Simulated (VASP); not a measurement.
**SiC (pbesol): single point with PBEsol**

Crystal: SiC (pbesol).

```
C Si
1.0
     0.00000    1.95421    1.95421
     1.95421    0.00000    1.95421
     1.95421    1.95421    0.00000
C Si
1 1
Cartesian
  0.0000 0.0000 0.0000
  1.9542 1.9542 1.9542
```

```
Program             : VASP 6.6.1
Task                : single point
Functional          : PBEsol
Potentials or basis : VASP PAW PBE potentials, release 64 (C, Si)
Cutoff              : 600 eV
k mesh              : 16 × 16 × 16
Occupations         : gaussian, width 0.02 eV
Spin                : no spin polarisation
```

The pressure is 30.5 GPa and the band gap on the k mesh is zero (band 4 reaches 14.10 eV, above the bottom of band 5 at 13.86 eV).

Levels at points of the mesh, in eV from the Fermi level:
```tsv
k point	band 1	band 2	band 3	band 4	band 5	band 6	band 7	band 8
(0.00, 0.00, 0.00)	-19.80	-0.02	-0.02	-0.02	8.86	8.86	8.86	9.47
(0.50, 0.00, 0.00)	-14.16	-12.49	-1.38	-1.38	5.68	5.68	6.52	10.73
(0.50, 0.50, 0.00)	-12.07	-10.89	-4.79	-4.79	-0.24	1.87	16.36	16.36
```

Run time: 25 s on 1 thread of Intel Xeon 8259CL, with other jobs on the host, peak memory 0.15 GiB.

Caveat: the PAW data sets were made with another functional, which shifts forces and pressure a little.
